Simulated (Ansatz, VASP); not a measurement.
**One calculation of NaEuC4, two programs**

```
Na Eu C
1.0
     0.00000    3.33841    3.33841
     3.33841    0.00000    3.33841
     3.33841    3.33841    0.00000
Na Eu C
1 1 4
Direct
  0.50000 0.50000 0.50000
  0.25000 0.25000 0.25000
  0.91714 0.91714 0.24857
  0.91714 0.24857 0.91714
  0.24857 0.91714 0.91714
  0.91714 0.91714 0.91714
```

Change from the starting cell: species swapped into the MnBe4Al type (F-43m, No. 216).

Alike in both runs: functional PBE; k mesh 10 × 10 × 10; occupations gaussian, width 0.1 eV; collinear spin.

Ansatz relaxed the structure, and its values are those at the end. VASP's run is a single point on that final structure, the one shown.

|  | VASP | Ansatz |
| --- | --- | --- |
| version | VASP 6.6.1 | Ansatz 0.2.0 |
| potentials or method | VASP PAW PBE potentials, release 64 (Na_pv, Eu, C), cutoff 520 eV | scalar-relativistic, plane waves, PAW |
| valence electrons in the cell | 40 | 42 |

```tsv
	VASP	Ansatz	Ansatz less VASP
gap on the k mesh at the Fermi level (eV)	none	none	-
pressure (GPa)	0.3	0.0	-0.34
rms of the force components (eV/Å)	0.059	0.004	-0.0557
net moment per atom (μB)	1.00	1.00	0.000
size of the moment on the site where the two differ most (μB)	6.33	6.42	+0.091
```

Site moments also hang on the region over which each program counts them. A gap of «none» marks a metal or a gap that the smearing closes. VASP's potentials hold 40 valence electrons a cell and Ansatz's 42, so a difference there can come from the potentials and not from the codes. Ansatz's warnings: given moment on shells.

Spin-orbit coupling is off throughout.
